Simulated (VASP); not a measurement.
WI2O2, 5 atoms in the cell. The structure is orthorhombic, space group Immm (No. 71). The conventional cell has a = 3.748 Å, b = 3.905 Å, c = 16.628 Å, α = 90.00°, β = 90.00°, γ = 90.00°. W (site symmetry mmm) has 4 O at 1.87 to 1.95 Å within 2.5 Å. I (site symmetry mm2) has 1 W at 2.67 Å and 4 O at 3.26 to 3.31 Å within 3.5 Å. Within 2.6 Å of O (site symmetry mmm) lie 2 W at 1.95 Å. Within 2.5 Å of O (site symmetry mmm) lie 2 W at 1.87 Å. 

```yaml
Program: VASP 6.6.1
Task: electric field gradients
Functional: PBE
Potentials_or_basis: VASP PAW PBE potentials, release 64 (W_sv, I, O)
Cutoff: 520 eV
k_mesh: 12 × 12 × 12
Occupations: fermi-dirac, width 0.05 eV
Spin: no spin polarisation
Dipole_correction: no
Further_INCAR_settings: ALGO = Normal; EDIFF = 1e-08; NBANDS = 28
```

Potentials or basis: VASP PAW PBE potentials, release 64 (W_sv, I, O).

Launch:

```sh
$ cat potpaw_PBE.64/W_sv/POTCAR potpaw_PBE.64/I/POTCAR potpaw_PBE.64/O/POTCAR > POTCAR
$ mpirun -np 4 vasp_std > vasp.out
```

Hardware: 4 MPI ranks on AMD EPYC 7R43 64-Core Processor (Zen 3), with other jobs on the host.

Question: How long does it take, and how much memory?

Answer: It took 23 min on 4 MPI ranks on AMD EPYC 7R43 64-Core Processor (Zen 3) (shared host), peak memory 1.3 GiB a rank. Counts: scf iterations 20, k points 280.
